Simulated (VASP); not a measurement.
A run of VASP 6.6.1:

File INCAR:

```
SYSTEM = Si2Ni
PREC     = Accurate       ! precision mode
ENCUT    = 690            ! plane-wave cutoff, eV
EDIFF    = 1E-6           ! SCF threshold, eV
ISMEAR   = -1             ! smearing method
SIGMA    = 0.05           ! smearing width, eV
LREAL    = .FALSE.        ! projectors in reciprocal space
LASPH    = .TRUE.         ! aspherical terms in the spheres
NELM     = 200            ! most SCF steps
ALGO     = Normal         ! electronic algorithm
ISIF     = 2              ! what is computed and relaxed
LWAVE    = .FALSE.        ! write WAVECAR
LCHARG   = .FALSE.        ! write CHGCAR
ISPIN    = 2              ! spin polarisation
MAGMOM   = 1 0 0          ! initial moments
LORBIT   = 11             ! projections on sites
LMAXMIX  = 4              ! l up to which the mixer works
LDAU     = .TRUE.         ! DFT+U
LDAUTYPE = 2            
LDAUL    = 2 -1           ! shell
LDAUU    = 3 0            ! U, eV
LDAUJ    = 0 0          
LDAUPRINT= 1            
GGA      = PE             ! functional
NBANDS   = 24             ! bands
GGA_COMPAT= .FALSE.
```

KPOINTS

```
Automatic mesh
0
G
  9 9 9
  0 0 0
```

Contents of POSCAR:

```
Si2Ni
1.0
    0.0000000000      2.7242403241      2.7242403241
    2.7242403241      0.0000000000      2.7242403241
    2.7242403241      2.7242403241      0.0000000000
Ni Si
1 2
Direct
    0.0000000000      0.0000000000      0.0000000000
    0.7500000000      0.7500000000      0.7500000000
    0.2500000000      0.2500000000      0.2500000000
```

Potentials or basis: VASP PAW PBE potentials, release 64 (Ni_sv_GW, Si).

The run is started by

```bash
$ cat potpaw_PBE.64/Ni_sv_GW/POTCAR potpaw_PBE.64/Si/POTCAR > POTCAR
$ mpirun -np 1 vasp_std > vasp.out
```

Hardware: 1 thread of Intel(R) Xeon(R) 6975P-C (Granite Rapids), with other jobs on the host.

Question: How long does it take, and how much memory?

Answer: Wall time 60 s on 1 thread of Intel(R) Xeon(R) 6975P-C (Granite Rapids), on a shared host, peak memory 0.29 GiB. Counts: scf iterations 16, k points 35.
